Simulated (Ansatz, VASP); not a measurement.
**Mg2NCl in VASP and in Ansatz**

```xyz
4
Lattice="1.7022 0.9828 6.0030 -1.7022 0.9828 6.0030 0.0000 -1.9655 6.0030" Properties=species:S:1:pos:R:3 pbc="T T T"
Mg    0.0000    0.0000    4.0127
Mg    0.0000    0.0000   13.9963
N     0.0000    0.0000    9.0045
Cl    0.0000    0.0000    0.0000
```

Change from the starting cell: strain +0.025 along x and y, +0.000 along z, atoms carried along.

Alike in both runs: task single point; functional LDA; k mesh 9 × 9 × 9; occupations gaussian, width 0.05 eV; no spin polarisation.

```csv
,VASP,Ansatz
version,VASP 6.6.1,Ansatz 0.2.0
potentials or method,"VASP PAW LDA potentials, release 64 (Mg, N, Cl), cutoff 520 eV","scalar-relativistic, plane waves, PAW"
valence electrons in the cell,16,32
```

VASP gave:

* gap on the k mesh at the Fermi level (eV): 1.94
* least direct gap on the mesh (eV): 1.94
* pressure (GPa): -10.2
* traceless stress, the component that is largest in VASP (GPa): 3.26
* rms of the force components (eV/Å): 0.116

Task: Estimate Ansatz's values.

Result: gap on the k mesh at the Fermi level (eV): 1.96; least direct gap on the mesh (eV): 1.96; pressure (GPa): -9.5; traceless stress, the component that is largest in VASP (GPa): 3.26; rms of the force components (eV/Å): 0.099.

LDA's correlation is that of Perdew and Zunger in VASP and of Perdew and Wang (1992) in Ansatz. Atom by atom the forces differ by 0.017 eV/Å (rms over components). VASP's potentials hold 16 valence electrons a cell and Ansatz's 32, so a difference there can come from the potentials and not from the codes.
